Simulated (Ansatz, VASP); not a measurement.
## InSb in VASP and in Ansatz

File INCAR:

```
SYSTEM = InSb
PREC     = Accurate       ! precision mode
ENCUT    = 520            ! plane-wave cutoff, eV
EDIFF    = 1E-6           ! SCF threshold, eV
ISMEAR   = 0              ! smearing method
SIGMA    = 0.02           ! smearing width, eV
LREAL    = .FALSE.        ! projectors in reciprocal space
LASPH    = .TRUE.         ! aspherical terms in the spheres
NELM     = 80             ! most SCF steps
ALGO     = Normal         ! electronic algorithm
ISIF     = 2              ! what is computed and relaxed
LWAVE    = .FALSE.        ! write WAVECAR
LCHARG   = .TRUE.         ! write CHGCAR
GGA      = PE             ! functional
LELF     = .TRUE.         ! ELF
LVHAR    = .TRUE.       
NBANDS   = 26             ! bands
```

KPOINTS

```
Automatic mesh
0
G
  10 10 8
  0 0 0
```

POSCAR

```
InSb
1.0
    3.0633140000     -3.0813730000      0.0000000000
    3.0633140000      3.0813730000      0.0000000000
    0.0000000000      0.0000000000      6.1268940000
In Sb
2 2
Direct
    0.2794110000      0.7205890000      0.2500000000
    0.7205890000      0.2794110000      0.7500000000
    0.7772050000      0.2227950000      0.2500000000
    0.2227950000      0.7772050000      0.7500000000
```

Input for Ansatz:

```yaml
crystal:
  lattice:
    - [3.063314, -3.081373, 0.0]
    - [3.063314, 3.081373, 0.0]
    - [0.0, 0.0, 6.126894]
  atoms:
    - { symbol: In, position: [0.279411, 0.720589, 0.25] }
    - { symbol: In, position: [0.720589, 0.279411, 0.75] }
    - { symbol: Sb, position: [0.777205, 0.222795, 0.25] }
    - { symbol: Sb, position: [0.222795, 0.777205, 0.75] }
basis:
  ecutwfc: 420
kpoints:
  mp_grid: { grid: [10, 10, 8] }
hamiltonian:
  xc: pbe
scf:
  occupations: { method: gaussian, width: 0.02 }
output:
  forces: true
  stress: true
  eigenvalues: true
```

Alike in both runs: task single point; functional PBE; k mesh 10 × 10 × 8; occupations gaussian, width 0.02 eV; no spin polarisation.

|  | VASP | Ansatz |
| --- | --- | --- |
| version | VASP 6.6.1 | Ansatz 0.2.0 |
| potentials or method | VASP PAW PBE potentials, release 64 (In_d, Sb), cutoff 520 eV | scalar-relativistic, plane waves, PAW |
| valence electrons in the cell | 36 | 56 |

|  | VASP | Ansatz | Ansatz less VASP |
| --- | --- | --- | --- |
| gap on the k mesh at the Fermi level (eV) | none | none | - |
| pressure (GPa) | 0.1 | 0.1 | +0.04 |
| traceless stress, the component that is largest in VASP (GPa) | -0.25 | -0.24 | +0.003 |
| rms of the force components (eV/Å) | 0.003 | 0.004 | +0.0008 |

Atom by atom the forces differ by 0.001 eV/Å (rms over components). A gap of «none» marks a metal or a gap that the smearing closes. VASP's potentials hold 36 valence electrons a cell and Ansatz's 56, so a difference there can come from the potentials and not from the codes.

Spin-orbit coupling is off throughout.
